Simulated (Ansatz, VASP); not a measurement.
Two plane-wave programs on AlN

```
Al N
1.0
     0.00000    2.17113    2.17113
     2.17113    0.00000    2.17113
     2.17113    2.17113    0.00000
Al N
1 1
Direct
  0.00000 0.00000 0.00000
  0.25000 0.25000 0.25000
```

Alike in both runs: functional LDA; k mesh 17 × 17 × 17; occupations fermi-dirac, width 0.1 eV; no spin polarisation.

Ansatz relaxed the structure, and its values are those at the end. VASP's run is a single point on that final structure, the one shown.

|  | VASP | Ansatz |
| --- | --- | --- |
| version | VASP 6.6.1 | Ansatz 0.2.0 |
| potentials or method | VASP PAW LDA potentials, release 64 (Al, N) | PAW with Ansatz's default frozen-core files, scalar-relativistic |
| plane-wave cutoff (eV) | 520 | 420 |
| valence electrons in the cell | 8 | 8 |

|  | VASP | Ansatz | Ansatz less VASP |
| --- | --- | --- | --- |
| pressure (GPa) | 0.6 | 0.0 | -0.63 |

LDA's correlation is that of Perdew and Zunger in VASP and of Perdew and Wang (1992) in Ansatz.
